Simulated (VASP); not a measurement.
Input of a VASP 6.6.1 run:

INCAR

```
PREC = Accurate ; ENCUT = 520
EDIFF = 1E-6 ; ISMEAR = -1
SIGMA = 0.1 ; LREAL = F
LASPH = T ; NELM = 80
ALGO = Normal ; ISIF = 2
LWAVE = F ; LCHARG = F
GGA = PS ; NBANDS = 8
```

File KPOINTS:

```
regular mesh
0
Gamma
  16 16 16
```

File POSCAR:

```
Sb
1.0
   -1.8748893243      1.8748893243      1.8748893243
    1.8748893243     -1.8748893243      1.8748893243
    1.8748893243      1.8748893243     -1.8748893243
Sb
1
Direct
    0.0000000000      0.0000000000      0.0000000000
```

Potentials or basis: VASP PAW PBE potentials, release 64 (Sb).

Run with:

```bash
$ cat potpaw_PBE.64/Sb/POTCAR > POTCAR
$ mpirun -np 1 vasp_std > vasp.out
```

Estimate the pressure.

-1.0 GPa.

Caveat: the PAW data sets were made with another functional, which shifts forces and pressure a little.
